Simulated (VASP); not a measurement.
## WC: single point with LDA

The system is WC.

```xyz
16
Lattice="-2.9873 -5.1741 0.0000 4.4809 -2.5870 0.0000 0.0000 0.0000 5.8425" Properties=species:S:1:pos:R:3 pbc="T T T"
W    -0.1432   -4.6091   -0.0108
W    -0.1270   -5.0668    2.7626
W    -1.9353   -2.3813   -0.4685
W    -1.6891   -2.6115    2.6129
W     1.4038   -2.1991   -0.3182
W     1.4892   -2.3633    2.4602
W    -0.3189    0.0913   -0.3436
W     0.0116    0.2455    2.4818
C     1.5316   -4.0554    1.1511
C     1.5154   -4.3368    3.8247
C    -0.3634   -1.8324    1.1033
C    -0.3915   -1.2704    3.8135
C     2.8371   -2.2180    1.1363
C     2.6603   -1.1810    4.4013
C    -1.4689   -4.4690    1.2214
C    -1.5551   -4.2155    4.0561
```

| Item | Value |
| --- | --- |
| Program | VASP 6.6.1 |
| Task | single point |
| Functional | LDA |
| Potentials or basis | VASP PAW LDA potentials, release 64 (W_sv, C) |
| Cutoff | 520 eV |
| k mesh | 2 × 2 × 2 |
| Occupations | fermi-dirac, width 0.36 eV |
| Spin | no spin polarisation |

| Quantity | Value |
| --- | --- |
| Pressure | -4.8 GPa |
| Largest force | 7.473 eV/Å |
| Band gap on the k mesh | zero (bands 72 and 73 overlap by 0.66 eV) |

Forces on the atoms (eV/Å):
```
W    2.081 -2.297 -6.800
W    1.194  0.309  0.060
W    4.763 -0.584  2.117
W    2.560  2.356 -2.621
W   -2.523 -2.180 -0.111
W   -3.917 -1.401  3.374
W    2.306  0.334 -1.086
W   -2.428 -2.603  1.054
C   -1.852 -1.223  0.309
C   -3.202  3.666  0.781
C    2.476  1.464 -0.822
C    0.945 -1.863  1.908
C    1.984  3.083  0.006
C    1.042 -1.261 -1.123
C   -4.264  0.830  2.193
C   -1.165  1.370  0.761
```

Stress tensor (GPa, compression positive):
```
  1.13   0.61 -10.61
  0.61 -11.98  -2.68
-10.61  -2.68  -3.52
```

Levels at points of the mesh, in eV from the Fermi level:
```csv
k point,band 69,band 70,band 71,band 72,band 73,band 74,band 75,band 76
"(0.00, 0.00, 0.00)",-0.62,-0.53,-0.25,-0.15,0.26,0.43,0.95,1.01
"(0.50, 0.00, 0.00)",-1.00,-0.52,-0.37,-0.17,0.10,0.23,0.49,0.66
"(0.00, 0.50, 0.00)",-1.08,-0.64,0.12,0.31,0.83,0.95,1.17,1.27
"(0.50, 0.50, 0.00)",-1.26,-1.05,-0.69,-0.20,0.50,0.66,0.95,1.13
"(0.00, 0.00, 0.50)",-0.96,-0.79,-0.60,-0.16,0.27,0.55,0.78,1.25
"(0.50, 0.00, 0.50)",-0.98,-0.72,-0.61,-0.44,-0.35,-0.07,0.16,0.63
"(0.00, 0.50, 0.50)",-1.09,-0.79,-0.39,-0.22,0.20,0.48,0.78,1.03
"(0.50, 0.50, 0.50)",-1.26,-1.01,-0.83,-0.38,0.18,0.19,0.65,0.95
```

Wall time 4.4 min on 1 thread of Intel Xeon 8259CL (shared host), peak memory 0.28 GiB.

Caveat: the k points lie up to 0.61 Å⁻¹ apart, too coarse for converged energies and pressures of a metal; so wide a smearing shifts energies and pressures; spin-orbit coupling is left out, which moves the levels of the heavy elements; forces of over 1 eV/Å act on the atoms, so gaps and moduli don't describe the material at rest.
